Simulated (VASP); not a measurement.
Set up this calculation in VASP 6.6.1, as the native input.

```yaml
Task: single point
Functional: HSE06
Potentials_or_basis: VASP PAW PBE potentials, release 64 (K_sv, Br)
Cutoff: 520 eV
k_mesh: 3 × 3 × 2
Occupations: fermi-dirac, width 0.5 eV
Spin: no spin polarisation
Dipole_correction: no
Grid_for_exact_exchange_PRECFOCK: Normal
Further_INCAR_settings: ALGO = Normal; EDIFF = 1e-06; NBANDS = 24
Share_of_exact_exchange: 0.25
Screening_parameter: 0.2079 1/Å
```

The system is KBr.

```xyz
4
Lattice="5.6186 0.0000 0.0000 -2.8093 4.8658 0.0000 0.0000 0.0000 6.5538" Properties=species:S:1:pos:R:3 pbc="T T T"
K     0.0000    3.2439   -0.4096
K     2.8093    1.6219    2.8673
Br    0.0000    3.2439    2.8673
Br    2.8093    1.6219    6.1442
```

One way to write it, as run:

POSCAR

```
KBr
1.0
    5.6185814494      0.0000000000      0.0000000000
   -2.8092907247      4.8658342684      0.0000000000
    0.0000000000      0.0000000000      6.5538300027
K Br
2 2
Direct
    0.3333333333      0.6666666667     -0.0625000000
    0.6666666667      0.3333333333      0.4375000000
    0.3333333333      0.6666666667      0.4375000000
    0.6666666667      0.3333333333      0.9375000000
```

INCAR.step1

```
SYSTEM = KBr
ALGO = Normal
EDIFF = 1E-5
ENCUT = 520
GGA = PE
ISIF = 2
ISMEAR = -1
LASPH = .True.
LCHARG = .False.
LREAL = .False.
LWAVE = .True.
NBANDS = 24
NELM = 80
PREC = Accurate
SIGMA = 0.5
```

INCAR.step2

```
SYSTEM = KBr
ALGO = Normal
EDIFF = 1E-6
ENCUT = 520
GGA = PE
HFSCREEN = 0.2079
ISIF = 2
ISMEAR = -1
ISTART = 1
LASPH = .True.
LCHARG = .False.
LHFCALC = .True.
LREAL = .False.
LWAVE = .False.
NBANDS = 24
NELM = 80
PREC = Accurate
PRECFOCK = Normal
SIGMA = 0.5
```

KPOINTS

```
k-points
0
Gamma
  3 3 2
  0 0 0
```

Potentials or basis: VASP PAW PBE potentials, release 64 (K_sv, Br).

Launch:

```console
$ cat potpaw_PBE.64/K_sv/POTCAR potpaw_PBE.64/Br/POTCAR > POTCAR
$ cp INCAR.step1 INCAR
$ mpirun -np 1 vasp_std > vasp.out
$ cp INCAR.step2 INCAR
$ mpirun -np 1 vasp_std > vasp.out
```

It gave:

```yaml
Pressure: 0.3 GPa
Band_gap_on_the_k_mesh: 5.30 eV
```

Caveat: the k points lie up to 0.48 Å⁻¹ apart; so wide a smearing shifts energies and pressures; the structure was generated, so it needn't be the stable form of KBr; the PAW data sets were made with another functional, which shifts forces and pressure a little.

Wall time 9.5 min on 1 thread of Intel(R) Xeon(R) Platinum 8488C (Sapphire Rapids), with other jobs on the host, peak memory 0.42 GiB.
